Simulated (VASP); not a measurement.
# P: single point with PBEsol

P, a slab with vacuum:

```
CELL_PARAMETERS angstrom
3.28437 0.00000 0.00000
0.00000 34.87475 0.00000
0.00000 0.00000 4.59220
ATOMIC_POSITIONS crystal
P 0.00000 0.96969 0.58262
P 0.00000 0.03031 0.41738
P 0.50000 0.03031 0.08262
P 0.50000 0.96969 0.91738
```

This cell differs from its parent crystal: strain +0.0350 x Voigt [0, 0, 1, 0, 0, 0].

| Item | Value |
| --- | --- |
| Program | VASP 6.6.1 |
| Task | single point |
| Functional | PBEsol |
| Potentials or basis | VASP PAW PBE potentials, release 64 (P) |
| Cutoff | 520 eV |
| k mesh | 8 × 1 × 6 |
| Occupations | gaussian, width 0.05 eV |
| Spin | no spin polarisation |

```json
{"Largest force": "0.510 eV/Å", "Band gap on the k mesh": "0.97 eV, direct"}
```

Forces on the atoms (eV/Å):
```
P    0.000  0.100  0.501
P    0.000 -0.100 -0.501
P    0.000 -0.100  0.501
P    0.000  0.100 -0.501
```

Levels at points of the mesh, in eV from the valence-band top:
```csv
k point,band 7,band 8,band 9,band 10,band 11,band 12,band 13,band 14
"(0.00, 0.00, 0.00)",-2.97,-1.70,-1.28,0.00,0.97,1.91,2.99,3.38
"(0.50, 0.00, 0.00)",-2.64,-2.64,-1.88,-1.88,1.22,1.22,1.99,1.99
"(0.00, 0.00, 0.50)",-2.11,-2.11,-1.11,-1.11,2.33,2.33,3.67,3.67
"(0.50, 0.00, 0.50)",-4.65,-4.65,-1.09,-1.09,2.60,2.60,3.82,3.82
```

Wall time 3.4 min on 1 thread of Intel(R) Xeon(R) Platinum 8259CL CPU @ 2.50GHz (Skylake/Cascade Lake), on a shared host, peak memory 0.56 GiB.

Caveat: the cell differs from its parent crystal (strain +0.0350 x Voigt [0, 0, 1, 0, 0, 0]); the PAW data sets were made with another functional, which shifts forces and pressure a little.
